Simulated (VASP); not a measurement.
# H2 in VASP: a series of runs

The runs below take H2 through single point, relaxation of the atoms, with LDA.

Program: VASP 6.6.1. These are calculated values, not measurements. Logs are shortened: lines on timing, memory, paths and dates and some standing lists are left out, and cuts for length are marked.

### 1 The cell of the first run

The cell holds a molecule in a box, 2 atoms: a = 9.000 Å, b = 9.500 Å, c = 10.000 Å, α = 90.00°, β = 90.00°, γ = 90.00°.

### 2 Single point, LDA

INCAR

```
SYSTEM = H
  PREC = Accurate
  ENCUT = 520
  EDIFF = 1E-6
  ISMEAR = 0
  SIGMA = 0.05
  LREAL = .False.
  LASPH = .True.
  NELM = 60
  ALGO = Normal
  ISIF = 2
  LWAVE = .False.
  LCHARG = .True.
  GGA = CA
  LELF = .True.
  LVHAR = .True.
  NBANDS = 8
```

KPOINTS

```
regular mesh
0
Gamma
  1 1 1
  0 0 0
```

POSCAR

```
H
1.0
    9.0000000000      0.0000000000      0.0000000000
    0.0000000000      9.5000000000      0.0000000000
    0.0000000000      0.0000000000     10.0000000000
H
2
Direct
    0.5000000000      0.5000000000      0.4617397147
    0.5000000000      0.5000000000      0.5382602853
```

Potentials or basis: VASP PAW LDA potentials, release 64 (H).

Run with:

```
> cat potpaw_LDA.64/H/POTCAR > POTCAR
> mpirun -np 1 vasp_gam > vasp.out
```

OUTCAR:

```text
SYSTEM = H
   PREC = Accurate
   ENCUT = 520
   EDIFF = 1E-6
   ISMEAR = 0
   LREAL = .False.
   LASPH = .True.
   NELM = 60
   ISIF = 2
   GGA = CA

 ion  position               nearest neighbor table
   1  0.500  0.500  0.462-   2 0.77
   2  0.500  0.500  0.538-   1 0.77

  LATTYP: Found a simple orthorhombic cell.
 ALAT       =     9.0000000000
 B/A-ratio  =     1.0555555556
 C/A-ratio  =     1.1111111111

  Lattice vectors:

 A1 = (   9.0000000000,   0.0000000000,   0.0000000000)
 A2 = (   0.0000000000,   9.5000000000,   0.0000000000)
 A3 = (   0.0000000000,   0.0000000000,  10.0000000000)

Analysis of symmetry for initial positions (statically):
=====================================================================
 Subroutine PRICEL returns:
 Original cell was already a primitive cell.

 Routine SETGRP: Setting up the symmetry group for a
 simple orthorhombic supercell.

 Subroutine GETGRP returns: Found  8 space group operations
 (whereof  8 operations were pure point group operations)
 out of a pool of  8 trial point group operations.

The static configuration has the point symmetry D_2h.

Analysis of symmetry for dynamics (positions and initial velocities):
=====================================================================
 Subroutine PRICEL returns:
 Original cell was already a primitive cell.

 Routine SETGRP: Setting up the symmetry group for a
 simple orthorhombic supercell.

 Subroutine GETGRP returns: Found  8 space group operations
 (whereof  8 operations were pure point group operations)
 out of a pool of  8 trial point group operations.

The dynamic configuration has the point symmetry D_2h.

 Subroutine INISYM returns: Found  8 space group operations
 (whereof  8 operations are pure point group operations),
 and found     1 'primitive' translations

----------------------------------------------------------------------------------------

                                     Primitive cell

  volume of cell :     855.0000

  direct lattice vectors                    reciprocal lattice vectors
     9.000000000  0.000000000  0.000000000     0.111111111  0.000000000  0.000000000
     0.000000000  9.500000000  0.000000000     0.000000000  0.105263158  0.000000000
     0.000000000  0.000000000 10.000000000     0.000000000  0.000000000  0.100000000

  length of vectors
[... 54 lines left out ...]
   LSORBIT =      F    spin-orbit coupling
   LASPH  =      T    aspherical Exc in radial PAW
   ENCUT  =  520.0 eV  38.22 Ry    6.18 a.u.  16.73 17.66 18.59*2*pi/ulx,y,z
   NELM   =     60;   NELMIN=  2; NELMDL= -5     # of ELM steps
   EDIFF  = 0.1E-05   stopping-criterion for ELM
   LREAL  =      F    real-space projection
   EDIFFG = 0.1E-04   stopping-criterion for IOM
   NSW    =      0    number of steps for IOM
   IBRION =     -1    ionic relax: 0-MD 1-quasi-New 2-CG
   NFREE  =      0    steps in history (QN), initial steepest desc. (CG)
   ISIF   =      2    stress and relaxation
   ISYM   =      2    0-nonsym 1-usesym 2-fastsym
   POTIM  = 0.5000    time-step for ionic-motion
   TEBEG  =    0.0;   TEEND  =   0.0 temperature during run
   PSTRESS=    0.0 pullay stress
   NELECT =       2.0000    total number of electrons
   NUPDOWN=      -1.0000    fix difference up-down
   EMIN   =  10.00;   EMAX   =-10.00  energy-range for DOS
   EFERMI =   0.00;   METHOD = LEGACY
   ISMEAR =     0;   SIGMA  =   0.05  broadening in eV -4-tet -1-fermi 0-gaus
   EFERMI_NEDOS =   21; number of points for ismear=-14 and -15
   IALGO  =     38    algorithm
   IMIX   =      4    mixing-type and parameters
     AMIX     =   0.40;   BMIX     =  1.00
     AMIX_MAG =   1.60;   BMIX_MAG =  1.00
  volume/ion in A,a.u.               =     427.50      2884.91
  Fermi-wavevector in a.u.,A,eV,Ry     =   0.217318  0.410672  0.642565  0.047227
  Thomas-Fermi vector in A             =   0.994036
   LORBIT       =      0    0 simple, 1 ext, 2 COOP (PROOUT), +10 PAW based schemes
   GGA     = CA    functional components
   LHFCALC =     F    Hartree Fock is set to
   AEXX    =    0.0000 exact exchange contribution
   IVDW    =     0    specifies the selected vdW correction
   LEPSILON=     F    determine dielectric tensor
   LRPA    =     F    only Hartree local field effects (RPA)
 non-spin polarized calculation
 Gauss-broadening in eV      SIGMA  =   0.05
  energy-cutoff  :      520.00
  volume of cell :      855.00
 maximum number of plane-waves:     11510
 NGX is ok and might be reduce to    70
   NGX = 33   NGY = 35   NGZ = 37

 number of electron       2.0000000 magnetization

 Free energy of the ion-electron system (eV)
  ---------------------------------------------------
  ext. energy  EPLUGINS =         0.00000000
  ---------------------------------------------------
  free energy    TOTEN  =        -6.69838674 eV

  energy without entropy =       -6.69838674  energy(sigma->0) =       -6.69838674

 E-fermi :  -9.8810     XC(G=0):  -0.4202

 val. band max:      -10.1155182080   @ k =   0.0000   0.0000   0.0000
 cond. band min:      -0.1497610358   @ k =   0.0000   0.0000   0.0000
 fundamental gap:      9.9657571722
 Fermi energy:        -9.8810167664

 k-point     1 :       0.0000    0.0000    0.0000
  band No.  band energies     occupation
      1     -10.1155      2.00000
      2      -0.1498      0.00000
      3       0.3475      0.00000
      4       1.0670      0.00000
      5       1.1951      0.00000
      6       1.3766      0.00000
      7       1.5440      0.00000
      8       1.7392      0.00000

------------------------ aborting loop because EDIFF is reached ----------------------------------------

  FORCE on cell =-STRESS in cart. coord.  units (eV):
  Direction    XX          YY          ZZ          XY          YZ          ZX
  --------------------------------------------------------------------------------------
  -------------------------------------------------------------------------------------
  Total       -0.0263069     -0.0255668     -0.0183093      0.0000000      0.0000000      0.0000000
  in kB       -0.0492962     -0.0479095     -0.0343096      0.0000000      0.0000000      0.0000000
  external PRESSURE =      -0.0438384 kB  Pullay stress =       0.0000000 kB

 VOLUME and BASIS-vectors are now :
 -----------------------------------------------------------------------------
  energy-cutoff  :      520.00
  volume of cell :      855.00
      direct lattice vectors                 reciprocal lattice vectors
     9.000000000  0.000000000  0.000000000     0.111111111  0.000000000  0.000000000
     0.000000000  9.500000000  0.000000000     0.000000000  0.105263158  0.000000000
     0.000000000  0.000000000 10.000000000     0.000000000  0.000000000  0.100000000

 POSITION                                       TOTAL-FORCE (eV/Angst)
 -----------------------------------------------------------------------------------
      4.50000      4.75000      4.61740         0.000000      0.000000     -0.016795
      4.50000      4.75000      5.38260         0.000000      0.000000      0.016795
 -----------------------------------------------------------------------------------
    total drift:                                0.000000      0.000000      0.000000

  FREE ENERGIE OF THE ION-ELECTRON SYSTEM (eV)
  ---------------------------------------------------
  free  energy   TOTEN  =        -6.6983867357 eV

  energy  without entropy=       -6.6983867357  energy(sigma->0) =       -6.69838674
```

OSZICAR:

```text
N       E                     dE             d eps       ncg     rms          rms(c)
DAV:   1     0.337485356842E-02    0.33749E-02   -0.46839E+02    16   0.117E+02
DAV:   2    -0.707194026222E+01   -0.70753E+01   -0.70753E+01    16   0.312E+01
DAV:   3    -0.742151380389E+01   -0.34957E+00   -0.34957E+00    24   0.852E+00
DAV:   4    -0.742168055618E+01   -0.16675E-03   -0.16675E-03    16   0.215E-01
DAV:   5    -0.742168137679E+01   -0.82061E-06   -0.82061E-06    16   0.197E-02    0.446E+00
DAV:   6    -0.693619890398E+01    0.48548E+00   -0.28304E-01    16   0.157E+00    0.239E+00
DAV:   7    -0.669315616013E+01    0.24304E+00   -0.51734E-01    16   0.217E+00    0.287E-01
DAV:   8    -0.669509814687E+01   -0.19420E-02   -0.25185E-03    16   0.162E-01    0.150E-01
DAV:   9    -0.669293577292E+01    0.21624E-02   -0.28419E-03    16   0.152E-01    0.391E-02
DAV:  10    -0.669563211631E+01   -0.26963E-02   -0.11417E-03    16   0.846E-02    0.238E-02
DAV:  11    -0.669645877082E+01   -0.82665E-03   -0.34001E-05    24   0.213E-02    0.957E-03
DAV:  12    -0.669802555909E+01   -0.15668E-02   -0.34027E-04    16   0.491E-02    0.689E-03
DAV:  13    -0.669834047776E+01   -0.31492E-03   -0.36756E-05    16   0.162E-02    0.694E-03
DAV:  14    -0.669835737753E+01   -0.16900E-04   -0.11610E-06    16   0.280E-03    0.123E-03
DAV:  15    -0.669838301122E+01   -0.25634E-04   -0.16569E-06    16   0.345E-03    0.238E-04
DAV:  16    -0.669838470509E+01   -0.16939E-05   -0.91133E-08    16   0.982E-04    0.366E-04
DAV:  17    -0.669838575698E+01   -0.10519E-05   -0.10349E-07    16   0.836E-04    0.199E-04
DAV:  18    -0.669838673573E+01   -0.97875E-06   -0.47149E-08    16   0.558E-04
   1 F= -.66983867E+01 E0= -.66983867E+01  d E =-.789756E-11
```

stdout:

```text
POSCAR found type information on POSCAR H
 POSCAR found :  1 types and       2 ions
 scaLAPACK will be used
 LDA part: xc-table for (Slater(with rela. corr.)+CA(PZ))
 , standard interpolation
 POSCAR, INCAR and KPOINTS ok, starting setup
 FFT: planning ... GRIDC
 FFT: planning ... GRID_SOFT
 FFT: planning ... GRID
 WAVECAR not read
 entering main loop
```

Wall time 50 s (1 thread of AMD EPYC 7R43 (Zen 3), shared host); peak memory 0.46 GiB.

What came out:

| Quantity | Value |
| --- | --- |
| Free energy | -6.6984 eV |
| Largest force | 0.017 eV/Å |
| Gap between the frontier levels | 9.97 eV |

Forces on the atoms (eV/Å):
```
H    0.000  0.000 -0.017
H    0.000  0.000  0.017
```

### 3 Relaxation of the atoms, LDA

INCAR

```
SYSTEM = H
ALGO = Normal
EDIFF = 1E-6
EDIFFG = -0.01
ENCUT = 520
GGA = CA
IBRION = 2
ISIF = 2
ISMEAR = 0
LASPH = .True.
LCHARG = .False.
LREAL = .False.
LWAVE = .False.
NELM = 60
NSW = 50
PREC = Accurate
SIGMA = 0.05
```

KPOINTS

```
k-points
0
Gamma
  1 1 1
  0 0 0
```

POSCAR

```
H
1.0
    9.0000000000      0.0000000000      0.0000000000
    0.0000000000      9.5000000000      0.0000000000
    0.0000000000      0.0000000000     10.0000000000
H
2
Direct
    0.5000000000      0.5000000000      0.4625000000
    0.5000000000      0.5000000000      0.5375000000
```

Potentials or basis: VASP PAW LDA potentials, release 64 (H).

Run with:

```
> cat potpaw_LDA.64/H/POTCAR > POTCAR
> mpirun -np 1 vasp_gam > vasp.out
```

OUTCAR:

```text
SYSTEM = H
   EDIFF = 1E-6
   EDIFFG = -0.01
   ENCUT = 520
   GGA = CA
   IBRION = 2
   ISIF = 2
   ISMEAR = 0
   LASPH = .True.
   LREAL = .False.
   NELM = 60
   NSW = 50
   PREC = Accurate

 ion  position               nearest neighbor table
   1  0.500  0.500  0.462-   2 0.75
   2  0.500  0.500  0.538-   1 0.75

  LATTYP: Found a simple orthorhombic cell.
 ALAT       =     9.0000000000
 B/A-ratio  =     1.0555555556
 C/A-ratio  =     1.1111111111

  Lattice vectors:

 A1 = (   9.0000000000,   0.0000000000,   0.0000000000)
[... 158 lines left out ...]

  FORCE on cell =-STRESS in cart. coord.  units (eV):
  Direction    XX          YY          ZZ          XY          YZ          ZX
  --------------------------------------------------------------------------------------
  -------------------------------------------------------------------------------------
  Total       -0.0269118     -0.0261960      0.3669250      0.0000000      0.0000000      0.0000000
  in kB       -0.0504299     -0.0490885      0.6875777      0.0000000      0.0000000      0.0000000
  external PRESSURE =       0.1960198 kB  Pullay stress =       0.0000000 kB
[... 59 lines left out ...]
--------------------------------------- Ionic step        3  -------------------------------------------

 number of electron       2.0000000 magnetization

 Free energy of the ion-electron system (eV)
  ---------------------------------------------------
  ext. energy  EPLUGINS =         0.00000000
  ---------------------------------------------------
  free energy    TOTEN  =        -6.69839141 eV

  energy without entropy =       -6.69839141  energy(sigma->0) =       -6.69839141

 E-fermi :  -9.8483     XC(G=0):  -0.4169

 val. band max:      -10.1127496382   @ k =   0.0000   0.0000   0.0000
 cond. band min:      -0.1466879592   @ k =   0.0000   0.0000   0.0000
 fundamental gap:      9.9660616789
 Fermi energy:        -9.8482643826

 k-point     1 :       0.0000    0.0000    0.0000
  band No.  band energies     occupation
      1     -10.1127      2.00000
      2      -0.1467      0.00000
      3       0.3453      0.00000
      4       1.0661      0.00000
      5       1.1946      0.00000
[... 27 lines left out ...]
  FREE ENERGIE OF THE ION-ELECTRON SYSTEM (eV)
  ---------------------------------------------------
  free  energy   TOTEN  =        -6.6983914109 eV

  energy  without entropy=       -6.6983914109  energy(sigma->0) =       -6.69839141

 reached required accuracy - stopping structural energy minimisation
```

CONTCAR:

```text
H
   1.00000000000000
     9.0000000000000000    0.0000000000000000    0.0000000000000000
     0.0000000000000000    9.5000000000000000    0.0000000000000000
     0.0000000000000000    0.0000000000000000   10.0000000000000000
  H
     2
Direct
     0.5000000000000000    0.5000000000000000    0.4617116680708540
     0.5000000000000000    0.5000000000000000    0.5382883319291460

  0.00000000E+00  0.00000000E+00  0.00000000E+00
  0.00000000E+00  0.00000000E+00  0.00000000E+00
```

It took 44 s on 1 thread of AMD EPYC 7R43 (Zen 3), shared host; peak memory 0.47 GiB.

Results:

```yaml
Free_energy: -6.6984 eV
Energy_gained_by_relaxing: 2.1 meV/atom
Ionic_steps: 3
Gap_between_the_frontier_levels: 9.97 eV
```

Step by step:
| step | energy change (eV) | largest force (eV/Å) | pressure (GPa) |
| --- | --- | --- | --- |
| 1 | 0.0000 | 0.5327 | 0.02 |
| 2 | 0.0149 | 1.0290 | -0.06 |
| 3 | -0.0041 | 0.0012 | -0.01 |

Final structure:
```
H
1.0
     9.00000    0.00000    0.00000
     0.00000    9.50000    0.00000
     0.00000    0.00000   10.00000
H
2
Direct
  0.50000 0.50000 0.46171
  0.50000 0.50000 0.53829
```

Levels at points of the mesh, in eV from the valence-band top:
| k point | band 1 | band 2 | band 3 | band 4 |
| --- | --- | --- | --- | --- |
| (0.00, 0.00, 0.00) | 0.00 | 9.97 | 10.46 | 11.18 |
